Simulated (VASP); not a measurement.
Ba: single point with PBEsol

The system is Ba.

```
Ba
1.0
    -2.50000    2.50000    2.47500
     2.50000   -2.50000    2.47500
     2.50000    2.50000   -2.47500
Ba
1
Direct
  0.00000 0.00000 0.00000
```

This cell differs from its parent crystal: zz strain of -1 %.

```json
{
 "Program": "VASP 6.6.1",
 "Task": "single point",
 "Functional": "PBEsol",
 "Potentials or basis": "VASP PAW PBE potentials, release 64 (Ba_sv)",
 "Cutoff": "520 eV",
 "k mesh": "10 × 10 × 10",
 "Occupations": "fermi-dirac, width 0.05 eV",
 "Spin": "no spin polarisation"
}
```

```
Pressure               : -0.5 GPa
Band gap on the k mesh : zero (band 5 reaches 1.94 eV, above the bottom of band 6 at 1.04 eV)
```

Levels at points of the mesh, in eV from the Fermi level:
```tsv
k point	band 3	band 4	band 5	band 6	band 7	band 8
(0.00, 0.00, 0.00)	-13.73	-13.73	-2.76	1.81	1.87	1.87
(0.50, 0.00, 0.00)	-13.89	-13.74	-0.90	0.67	1.34	3.29
(0.50, 0.50, 0.00)	-13.89	-13.73	-0.91	0.73	1.31	3.21
(0.50, 0.50, 0.50)	-14.08	-14.07	-0.56	-0.54	4.40	4.40
```

Run time: 36 s on 1 thread of Intel(R) Xeon(R) Platinum 8259CL CPU @ 2.50GHz (Skylake/Cascade Lake), with other jobs on the host, peak memory 0.21 GiB.

Caveat: the cell differs from its parent crystal (zz strain of -1 %); the PAW data sets were made with another functional, which shifts forces and pressure a little; spin-orbit coupling is left out, which moves the levels of the heavy elements.
